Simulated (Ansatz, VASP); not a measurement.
Given: the input of a run of Ansatz 0.2.0 on N.

input.yaml

```yaml
crystal:
  lattice:
    - [2.5194737886, 0.0, 0.0]
    - [-1.2597368943, 2.1819283051, 0.0]
    - [0.0, 0.0, 2.446002]
  atoms:
    - { symbol: "N", position: [0.3333333333, 0.6666666667, 0.75] }
    - { symbol: "N", position: [0.6666666667, 0.3333333333, 0.25] }
hamiltonian:
  xc: { exchange: pbe, correlation: pbe, exx: { coeff: 0.25, omega: 0.6 } }
  pseudopotentials: { kind: paw }
kpoints:
  mp_grid: { grid: [6, 6, 6] }
scf:
  occupations: { method: fermi_dirac, width: 0.05 }
output:
  forces: true
  stress: true
  eigenvalues: true
```

Potentials or basis: Ansatz PAW.

Command:

```bash
$ ansatz run input.yaml --threads 2 --pin off --max-ram 5632MiB --backend cpu --events-out ev --progress --plain --runs-dir out
```

Translate it to VASP 6.6.1. Potentials there: VASP PAW PBE potentials, release 64 (N).

As run (the cutoff follows the program's own potentials):

The input POSCAR:

```
N
1.0
    2.5194737886      0.0000000000      0.0000000000
   -1.2597368943      2.1819283051      0.0000000000
    0.0000000000      0.0000000000      2.4460020000
N
2
Direct
    0.3333333333      0.6666666667      0.7500000000
    0.6666666667      0.3333333333      0.2500000000
```

Contents of INCAR.step1:

```
PREC     = Accurate       # precision mode
ENCUT    = 520            # plane-wave cutoff, eV
EDIFF    = 1E-5           # SCF threshold, eV
ISMEAR   = -1             # smearing method
SIGMA    = 0.05           # smearing width, eV
LREAL    = F              # projectors in reciprocal space
LASPH    = T              # aspherical terms in the spheres
NELM     = 60             # most SCF steps
ALGO     = Normal         # electronic algorithm
ISIF     = 2              # what is computed and relaxed
LWAVE    = T              # write WAVECAR
GGA      = PE             # functional
NBANDS   = 12             # bands
```

The input INCAR.step2:

```
PREC     = Accurate       # precision mode
ENCUT    = 520            # plane-wave cutoff, eV
EDIFF    = 1E-6           # SCF threshold, eV
ISMEAR   = -1             # smearing method
SIGMA    = 0.05           # smearing width, eV
LREAL    = F              # projectors in reciprocal space
LASPH    = T              # aspherical terms in the spheres
NELM     = 60             # most SCF steps
ALGO     = Normal         # electronic algorithm
ISIF     = 2              # what is computed and relaxed
LWAVE    = F              # write WAVECAR
LCHARG   = T              # write CHGCAR
GGA      = PE             # functional
LHFCALC  = T              # exact exchange
AEXX     = 0.25           # exact-exchange fraction
HFSCREEN = 0.6            # screening, 1/A
PRECFOCK = Normal       
LELF     = T              # ELF
LVHAR    = T            
ISTART   = 1            
NBANDS   = 12             # bands
```

KPOINTS

```
Automatic mesh
0
Gamma
  6 6 6
```

Potentials or basis: VASP PAW PBE potentials, release 64 (N).

Command:

```sh
$ cat potpaw_PBE.64/N/POTCAR > POTCAR
$ cp INCAR.step1 INCAR
$ mpirun -np 1 vasp_std > vasp.out
$ cp INCAR.step2 INCAR
$ mpirun -np 1 vasp_std > vasp.out
```

Both were run:

|  | VASP | Ansatz | Ansatz less VASP |
| --- | --- | --- | --- |
| gap on the k mesh at the Fermi level (eV) | none | none | - |
| pressure (GPa) | 3.8 | 3.8 | -0.02 |
| traceless stress, the component that is largest in VASP (GPa) | -6.38 | -6.51 | -0.133 |

VASP's potentials were made for PBE, not for PBE-based screened hybrid. A gap of «none» marks a metal or a gap that the smearing closes. The functional is the same, so the differences come from potentials, cutoffs and numerics.

The k mesh is coarse, so the values compare programs but aren't converged.
